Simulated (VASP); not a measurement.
Here is a VASP 6.6.1 calculation.

Contents of INCAR:

```
  ALGO = Normal
  EDIFF = 1E-7
  EDIFFG = -0.04
  ENCUT = 600
  GGA = PE
  IBRION = 2
  ISIF = 3
  ISMEAR = 0
  LASPH = T
  LCHARG = F
  LREAL = F
  LWAVE = F
  NELM = 100
  NSW = 90
  PREC = Accurate
  SIGMA = 0.1
```

Contents of KPOINTS:

```
k-points
0
Gamma
  4 4 4
```

Contents of POSCAR:

```
Bi2Te2O
1.0
    5.2626653500      0.0000000000      0.0000000000
    0.0000000000      5.2626653500      0.0000000000
    0.0000000000      0.0000000000      5.0931158400
Bi Te O
2 2 1
Direct
    0.0000000000      0.5000000000      0.1772806200
    0.5000000000      0.0000000000      0.8227193800
    0.0000000000      0.0000000000      0.5000000000
    0.5000000000      0.5000000000      0.0000000000
    0.0000000000      0.0000000000      0.0000000000
```

Potentials or basis: VASP PAW PBE potentials, release 64 (Bi_d, Te, O).

Launch:

```console
$ cat potpaw_PBE.64/Bi_d/POTCAR potpaw_PBE.64/Te/POTCAR potpaw_PBE.64/O/POTCAR > POTCAR
$ mpirun -np 1 vasp_std > vasp.out
```

What does it give for the space group after relaxing (to 0.1 Å)?

P-4m2 (No. 115).

Predict the relaxed volume.

29.79 Å³/atom.

Forces in eV/Å, atoms in the order of the input:
```
Bi   0.000  0.000  0.020
Bi   0.000  0.000 -0.020
Te   0.000  0.000  0.000
Te   0.000  0.000  0.000
O    0.000  0.000  0.000
```
